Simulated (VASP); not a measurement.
Write the native input for VASP 6.6.1 that does the following.

```yaml
Task: single point
Functional: PBE
Potentials_or_basis: VASP PAW PBE potentials, release 64 (Ir)
Cutoff: 520 eV
k_mesh: 14 × 14 × 14
Occupations: gaussian, width 0.03 eV
Spin: no spin polarisation
Dipole_correction: no
Further_INCAR_settings: ALGO = Normal; EDIFF = 1e-06; NBANDS = 10
```

The structure of Ir lies in POSCAR:

```
Ir
1.0
    0.0000000000      1.9360622002      1.9360622002
    1.9360622002      0.0000000000      1.9360622002
    1.9360622002      1.9360622002      0.0000000000
Ir
1
Direct
    0.0000000000      0.0000000000      0.0000000000
```

The input as run:

INCAR

```
PREC = Accurate ; ENCUT = 520
EDIFF = 1E-6 ; ISMEAR = 0
SIGMA = 0.03 ; LREAL = False
LASPH = True ; NELM = 60
ALGO = Normal ; ISIF = 2
LWAVE = False ; LCHARG = True
GGA = PE ; LELF = True
LVHAR = True ; NBANDS = 10
```

KPOINTS

```
regular mesh
0
Gamma
  14 14 14
```

Potentials or basis: VASP PAW PBE potentials, release 64 (Ir).

Run with:

```sh
$ cat potpaw_PBE.64/Ir/POTCAR > POTCAR
$ mpirun -np 1 vasp_std > vasp.out
```

It gave:

- Pressure: 0.3 GPa

It took 25 s on 1 thread of Intel Xeon 8259CL (shared host), peak memory 0.14 GiB.
